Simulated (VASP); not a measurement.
Here is a VASP 6.6.1 calculation.

The input INCAR:

```
SYSTEM = ZrSe2
  PREC = Accurate
  ENCUT = 500
  EDIFF = 1E-7
  ISMEAR = 0
  SIGMA = 0.1
  LREAL = .FALSE.
  LASPH = .TRUE.
  NELM = 120
  ALGO = Normal
  ISIF = 3
  LWAVE = .FALSE.
  LCHARG = .FALSE.
  GGA = PE
  IVDW = 12
  IBRION = 2
  NSW = 90
  EDIFFG = -0.02
  GGA_COMPAT = .FALSE.
  NELMIN = 4
```

File KPOINTS:

```
regular mesh
0
G
  12 12 6
  0 0 0
```

POSCAR

```
ZrSe2
1.0
    3.7361213069      0.0000000000      0.0000000000
   -1.8680606535      3.2355759634      0.0000000000
    0.0000000000      0.0000000000      6.0363398387
Zr Se
1 2
Direct
    0.0000000000      0.0000000000      0.0000000000
    0.3333333333      0.6666666667      0.2648971153
    0.6666666667      0.3333333333      0.7351028847
```

Potentials or basis: VASP PAW PBE potentials, release 64 (Zr_sv, Se).

Run with:

```bash
$ cat potpaw_PBE.64/Zr_sv/POTCAR potpaw_PBE.64/Se/POTCAR > POTCAR
$ mpirun -np 1 vasp_std > vasp.out
```

**Question.** Predict the dispersion energy per atom.

**Answer.** -0.406 eV.

Forces on the atoms (eV/Å):
```
Zr   0.000  0.000  0.000
Se   0.000  0.000  0.012
Se   0.000  0.000 -0.012
```

Caveat: the relaxation stopped at its first step, so nothing moved.
